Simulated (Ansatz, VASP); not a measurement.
# Two plane-wave programs on Ge

```
CELL_PARAMETERS angstrom
5.99994 0.00000 0.00000
0.00000 5.99994 0.00000
0.00000 0.00000 7.15250
ATOMIC_POSITIONS crystal
Ge 0.08825 0.08825 0.00000
Ge 0.41175 0.58825 0.75000
Ge 0.91175 0.91175 0.50000
Ge 0.58825 0.41175 0.25000
Ge 0.17116 0.37141 0.25503
Ge 0.12859 0.67116 0.00503
Ge 0.82884 0.62859 0.75503
Ge 0.87141 0.32884 0.50503
Ge 0.67116 0.12859 0.99497
Ge 0.62859 0.82884 0.24497
Ge 0.32884 0.87141 0.49497
Ge 0.37141 0.17116 0.74497
```

Alike in both runs: functional PBE; k mesh 3 × 3 × 3; occupations fermi-dirac, width 0.05 eV; no spin polarisation.

Ansatz relaxed the structure, and its values are those at the end. VASP's run is a single point on that final structure, the one shown.

```csv
,VASP,Ansatz
version,VASP 6.6.1,Ansatz 0.2.0
potentials or method,"VASP PAW PBE potentials, release 64 (Ge_d), cutoff 520 eV","plane waves (420 eV) with PAW, scalar-relativistic"
valence electrons in the cell,168,168
```

VASP gave:

* pressure (GPa): -0.1

Problem. What did Ansatz give for the same quantities?

Solution. Pressure (GPa): 0.0.
